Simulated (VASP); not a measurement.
# BP (I-4m2) in VASP: a series of runs

The runs below take BP through single point, with PBEsol.

Program: VASP 6.6.1. These are calculated values, not measurements. Logs are shortened: lines on timing, memory, paths and dates and some standing lists are left out, and cuts for length are marked.

**1. The cell of the first run**

The structure is tetragonal, space group I-4m2 (No. 119). Conventional cell: a = 3.292 Å, b = 3.292 Å, c = 4.456 Å, α = 90.00°, β = 90.00°, γ = 90.00°. B (site symmetry -4m2) has 4 P at 1.99 Å within 2.6 Å. Within 2.6 Å of P (site symmetry -4m2) lie 4 B at 1.99 Å.

**2. Single point, PBEsol (biaxial strain in the a-b plane: +3.0 %, then relaxed in part)**

The input, INCAR:

```
ALGO     = Normal         # electronic algorithm
EDIFF    = 1E-6           # SCF threshold, eV
ENCUT    = 520            # plane-wave cutoff, eV
GGA      = PS             # functional
ISIF     = 2              # what is computed and relaxed
ISMEAR   = 0              # smearing method
LASPH    = T              # aspherical terms in the spheres
LCHARG   = T              # write CHGCAR
LELF     = T              # ELF
LREAL    = F              # projectors in reciprocal space
LVHAR    = T            
LWAVE    = F              # write WAVECAR
NBANDS   = 16             # bands
NELM     = 80             # most SCF steps
PREC     = Accurate       # precision mode
SIGMA    = 0.02           # smearing width, eV
```

The input, KPOINTS:

```
k-points
0
Gamma
  8 8 6
```

The input, POSCAR:

```
BP
1.0
    2.3279037727      2.3279037727      0.0000000000
   -2.3279037727      2.3279037727      0.0000000000
    0.0000000000      0.0000000000      4.4558791352
B P
2 2
Direct
    0.0000000000      0.0000000000      0.0000000000
    0.5000000000      0.5000000000      0.5000000000
    0.5000000000      0.0000000000      0.7500000000
    0.0000000000      0.5000000000      0.2500000000
```

Potentials or basis: VASP PAW PBE potentials, release 64 (B, P).

Launch:

```console
> cat potpaw_PBE.64/B/POTCAR potpaw_PBE.64/P/POTCAR > POTCAR
> mpirun -np 1 vasp_std > vasp.out
```

OUTCAR:

```text
EDIFF = 1E-6
   ENCUT = 520
   GGA = PS
   ISIF = 2
   ISMEAR = 0
   LASPH = T
   LREAL = F
   NELM = 80
   PREC = Accurate

 ion  position               nearest neighbor table
   1  0.000  0.000  0.000-   3 1.99   4 1.99   4 1.99   3 1.99
   2  0.500  0.500  0.500-   3 1.99   4 1.99   3 1.99   4 1.99
   3  0.500  0.000  0.750-   1 1.99   2 1.99   2 1.99   1 1.99
   4  0.000  0.500  0.250-   1 1.99   2 1.99   1 1.99   2 1.99

  LATTYP: Found a simple tetragonal cell.
 ALAT       =     3.2921530873
 C/A-ratio  =     1.3534847916

  Lattice vectors:

 A1 = (   2.3279037727,   2.3279037727,   0.0000000000)
 A2 = (  -2.3279037727,   2.3279037727,   0.0000000000)
 A3 = (   0.0000000000,   0.0000000000,   4.4558791352)

Analysis of symmetry for initial positions (statically):
=====================================================================
 Subroutine PRICEL returns following result:

  LATTYP: Found a body centered tetragonal cell.
 ALAT       =     3.2921530873
 C/A-ratio  =     1.3534847916

  Lattice vectors:

 A1 = (   0.0000000000,  -2.3279037727,  -2.2279395676)
 A2 = (   0.0000000000,   2.3279037727,  -2.2279395676)
 A3 = (   2.3279037727,   0.0000000000,   2.2279395676)

   2 primitive cells build up your supercell.

 Routine SETGRP: Setting up the symmetry group for a
 simple tetragonal supercell.

 Subroutine GETGRP returns: Found  8 space group operations
 (whereof  8 operations were pure point group operations)
 out of a pool of 16 trial point group operations.

The static configuration has the point symmetry D_2d.

Analysis of symmetry for dynamics (positions and initial velocities):
=====================================================================
 Subroutine PRICEL returns following result:

  LATTYP: Found a body centered tetragonal cell.
 ALAT       =     3.2921530873
 C/A-ratio  =     1.3534847916

  Lattice vectors:

 A1 = (   0.0000000000,  -2.3279037727,  -2.2279395676)
 A2 = (   0.0000000000,   2.3279037727,  -2.2279395676)
 A3 = (   2.3279037727,   0.0000000000,   2.2279395676)

   2 primitive cells build up your supercell.
[... 96 lines left out ...]
   NGX,Y,Z   is equivalent  to a cutoff of  12.12, 12.12, 13.43 a.u.
   NGXF,Y,Z  is equivalent  to a cutoff of  24.24, 24.24, 26.86 a.u.
 SYSTEM =  unknown system
   PREC   = accura    normal or accurate (medium, high low for compatibility)
   ISTART =      0    job   : 0-new  1-cont  2-samecut
   ICHARG =      2    charge: 1-file 2-atom 10-const
   ISPIN  =      1    spin polarized calculation?
   LNONCOLLINEAR =      F non collinear calculations
   LSORBIT =      F    spin-orbit coupling
   LASPH  =      T    aspherical Exc in radial PAW
   ENCUT  =  520.0 eV  38.22 Ry    6.18 a.u.   6.12  6.12  8.28*2*pi/ulx,y,z
   NELM   =     80;   NELMIN=  2; NELMDL= -5     # of ELM steps
   EDIFF  = 0.1E-05   stopping-criterion for ELM
   LREAL  =      F    real-space projection
   EDIFFG = 0.1E-04   stopping-criterion for IOM
   NSW    =      0    number of steps for IOM
   IBRION =     -1    ionic relax: 0-MD 1-quasi-New 2-CG
   NFREE  =      0    steps in history (QN), initial steepest desc. (CG)
   ISIF   =      2    stress and relaxation
   ISYM   =      2    0-nonsym 1-usesym 2-fastsym
   POTIM  = 0.5000    time-step for ionic-motion
   TEBEG  =    0.0;   TEEND  =   0.0 temperature during run
   PSTRESS=    0.0 pullay stress
   NELECT =      16.0000    total number of electrons
   NUPDOWN=      -1.0000    fix difference up-down
   EMIN   =  10.00;   EMAX   =-10.00  energy-range for DOS
   EFERMI =   0.00;   METHOD = LEGACY
   ISMEAR =     0;   SIGMA  =   0.02  broadening in eV -4-tet -1-fermi 0-gaus
   EFERMI_NEDOS =   21; number of points for ismear=-14 and -15
   IALGO  =     38    algorithm
   IMIX   =      4    mixing-type and parameters
     AMIX     =   0.40;   BMIX     =  1.00
     AMIX_MAG =   1.60;   BMIX_MAG =  1.00
  volume/ion in A,a.u.               =      12.07        81.48
  Fermi-wavevector in a.u.,A,eV,Ry     =   1.132792  2.140667 17.459251  1.283219
  Thomas-Fermi vector in A             =   2.269494
   LORBIT       =      0    0 simple, 1 ext, 2 COOP (PROOUT), +10 PAW based schemes
   GGA     = PS    functional components
   LHFCALC =     F    Hartree Fock is set to
   AEXX    =    0.0000 exact exchange contribution
   IVDW    =     0    specifies the selected vdW correction
   LEPSILON=     F    determine dielectric tensor
   LRPA    =     F    only Hartree local field effects (RPA)
 non-spin polarized calculation
 Gauss-broadening in eV      SIGMA  =   0.02
  energy-cutoff  :      520.00
  volume of cell :       48.29
 maximum number of plane-waves:      1328
   NGX = 13   NGY = 13   NGZ = 17

 number of electron      16.0000001 magnetization

 Free energy of the ion-electron system (eV)
  ---------------------------------------------------
  ext. energy  EPLUGINS =         0.00000000
  ---------------------------------------------------
  free energy    TOTEN  =       -27.25383916 eV

  energy without entropy =      -27.25383916  energy(sigma->0) =      -27.25383916

 E-fermi :   7.3845     XC(G=0): -10.9093

 val. band max:        7.2908882890   @ k =   0.0000   0.0000   0.0000
 cond. band min:       7.8231583840   @ k =   0.0000   0.0000   0.1667
 fundamental gap:      0.5322700950
 Fermi energy:         7.3845229405

 k-point     1 :       0.0000    0.0000    0.0000
  band No.  band energies     occupation
      1      -8.1842      2.00000
      2      -3.2081      2.00000
      3      -1.1455      2.00000
      4       2.7078      2.00000
      5       2.7078      2.00000
      6       6.8900      2.00000
[... 433 lines left out ...]
      3      -0.1645      2.00000
      4      -0.1645      2.00000
      5       3.1062      2.00000
      6       3.1062      2.00000
[... 8 lines left out ...]
     15      15.1839      0.00000
     16      15.1839      0.00000

 [... further k-points ...]
[... 5 lines left out ...]
  --------------------------------------------------------------------------------------
  -------------------------------------------------------------------------------------
  Total       -3.1358575     -3.1358575      0.0322086      0.0000000      0.0000000      0.0000000
  in kB     -104.0335594   -104.0335594      1.0685344      0.0000000      0.0000000      0.0000000
  external PRESSURE =     -68.9995281 kB  Pullay stress =       0.0000000 kB

 VOLUME and BASIS-vectors are now :
 -----------------------------------------------------------------------------
  energy-cutoff  :      520.00
  volume of cell :       48.29
      direct lattice vectors                 reciprocal lattice vectors
     2.327903773  2.327903773  0.000000000     0.214785510  0.214785510  0.000000000
    -2.327903773  2.327903773  0.000000000    -0.214785510  0.214785510  0.000000000
     0.000000000  0.000000000  4.455879135     0.000000000  0.000000000  0.224422604

 POSITION                                       TOTAL-FORCE (eV/Angst)
 -----------------------------------------------------------------------------------
      0.00000      0.00000      0.00000        -0.000000      0.000000     -0.000000
      0.00000      2.32790      2.22794        -0.000000     -0.000000      0.000000
      1.16395      1.16395      3.34191         0.000000      0.000000     -0.000000
     -1.16395      1.16395      1.11397         0.000000      0.000000      0.000000
 -----------------------------------------------------------------------------------
    total drift:                               -0.000000      0.000000     -0.000000

  FREE ENERGIE OF THE ION-ELECTRON SYSTEM (eV)
  ---------------------------------------------------
  free  energy   TOTEN  =       -27.2538391619 eV

  energy  without entropy=      -27.2538391619  energy(sigma->0) =      -27.25383916
```

Wall time 25 s (1 thread of Intel Xeon Platinum 8488C (Sapphire Rapids), shared host); peak memory 0.17 GiB.

Results:

```
Free energy            : -27.2538 eV
Pressure               : -6.9 GPa
Band gap on the k mesh : 0.53 eV
```

Caveat: the cell differs from its parent crystal (biaxial strain in the a-b plane: +3.0 %, then relaxed in part); the PAW data sets were made with another functional, which shifts forces and pressure a little. A k mesh can miss the band edges.

**3. Single point, PBEsol (biaxial strain in the a-b plane: +3.0 %)**

The input, INCAR:

```
ALGO = Normal
EDIFF = 1E-6
ENCUT = 520
GGA = PS
ISIF = 2
ISMEAR = 0
LASPH = True
LCHARG = True
LELF = True
LREAL = False
LVHAR = True
LWAVE = False
NBANDS = 16
NELM = 60
PREC = Accurate
SIGMA = 0.02
```

KPOINTS is that of step 2.

Changes to POSCAR since step 2:

```diff
@@ -4,3 +4,3 @@
    -2.3279037727      2.3279037727      0.0000000000
-    0.0000000000      0.0000000000      4.4558791352
+    0.0000000000      0.0000000000      4.4388378734
 B P
```

Potentials or basis: VASP PAW PBE potentials, release 64 (B, P).

Launch:

```console
> cat potpaw_PBE.64/B/POTCAR potpaw_PBE.64/P/POTCAR > POTCAR
> mpirun -np 1 vasp_std > vasp.out
```

Run time: 19 s. Hardware: 1 thread of Intel Xeon Platinum 8488C (Sapphire Rapids), shared host; peak memory 0.17 GiB.

The run converged. Its results:

```
Free energy            : -27.2530 eV
Pressure               : -6.4 GPa
Band gap on the k mesh : 0.47 eV
```

Stress tensor (GPa, compression positive):
```
-10.16   0.00   0.00
  0.00 -10.16   0.00
  0.00   0.00   1.25
```

Levels at points of the mesh, in eV from the valence-band top:
| k point | band 4 | band 5 | band 6 | band 7 | band 8 | band 9 | band 10 | band 11 | band 12 | band 13 |
| --- | --- | --- | --- | --- | --- | --- | --- | --- | --- | --- |
| (0.00, 0.00, 0.00) | -4.65 | -4.65 | -0.43 | -0.43 | 0.00 | 0.64 | 0.83 | 2.86 | 3.13 | 3.13 |
| (0.50, 0.00, 0.00) | -6.50 | -5.20 | -5.20 | -2.52 | -2.52 | 3.03 | 3.03 | 5.97 | 5.97 | 7.35 |
| (0.50, 0.50, 0.00) | -8.88 | -4.20 | -4.20 | -4.12 | -4.12 | 1.18 | 1.18 | 1.48 | 1.48 | 11.02 |
| (0.00, 0.00, 0.50) | -3.66 | -3.21 | -3.21 | -3.21 | -3.21 | 1.09 | 1.09 | 4.55 | 4.55 | 7.28 |
| (0.50, 0.00, 0.50) | -9.18 | -2.31 | -2.31 | -1.74 | -1.74 | 3.07 | 3.07 | 4.11 | 4.11 | 4.77 |
| (0.50, 0.50, 0.50) | -8.30 | -5.87 | -5.87 | -5.72 | -5.72 | 5.44 | 5.44 | 6.85 | 6.85 | 7.26 |

Caveat: the cell differs from its parent crystal (biaxial strain in the a-b plane: +3.0 %); the PAW data sets were made with another functional, which shifts forces and pressure a little. A k mesh can miss the band edges.
